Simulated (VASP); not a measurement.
Here is a VASP 6.6.1 calculation.

POSCAR

```
CsSnBr3
1.0
    5.8411490944      0.0000000000      0.0000000000
    0.0000000000      5.8411490944      0.0000000000
    0.0000000000      0.0000000000      5.8411490944
Cs Sn Br
1 1 3
Direct
    0.0000000000      0.0000000000      0.0000000000
    0.5000000000      0.5000000000      0.5000000000
    0.5000000000      0.5000000000      0.0000000000
    0.5000000000      0.0000000000      0.5000000000
    0.0000000000      0.5000000000      0.5000000000
```

INCAR.step1

```
PREC = Accurate ; ENCUT = 400
EDIFF = 1E-5 ; ISMEAR = 0
SIGMA = 0.01 ; LREAL = F
LASPH = T ; NELM = 120
ALGO = Normal ; ISIF = 2
LWAVE = T ; LCHARG = F
GGA = PE ; NBANDS = 30
GGA_COMPAT = F
```

File INCAR.step2:

```
PREC = Accurate ; ENCUT = 400
EDIFF = 1E-6 ; ISMEAR = 0
SIGMA = 0.01 ; LREAL = F
LASPH = T ; NELM = 120
ALGO = Normal ; ISIF = 2
LWAVE = F ; LCHARG = F
GGA = PE ; LHFCALC = T
HFSCREEN = 0.2079 ; PRECFOCK = Normal
ISTART = 1 ; NBANDS = 30
GGA_COMPAT = F
```

Contents of KPOINTS:

```
regular mesh
0
Gamma
  2 2 2
```

Potentials or basis: VASP PAW PBE potentials, release 64 (Cs_sv, Sn_d, Br).

Run with:

```bash
$ cat potpaw_PBE.64/Cs_sv/POTCAR potpaw_PBE.64/Sn_d/POTCAR potpaw_PBE.64/Br/POTCAR > POTCAR
$ cp INCAR.step1 INCAR
$ mpirun -np 1 vasp_std > vasp.out
$ cp INCAR.step2 INCAR
$ mpirun -np 1 vasp_std > vasp.out
```

Task: What does it give for the band gap on the k mesh?

Result: 1.08 eV.

Task: Estimate the pressure.

Result: 1.7 GPa.

Caveat: the k points lie up to 0.54 Å⁻¹ apart; the PAW data sets were made with another functional, which shifts forces and pressure a little; spin-orbit coupling is left out, which moves the levels of the heavy elements. A k mesh can miss the band edges.
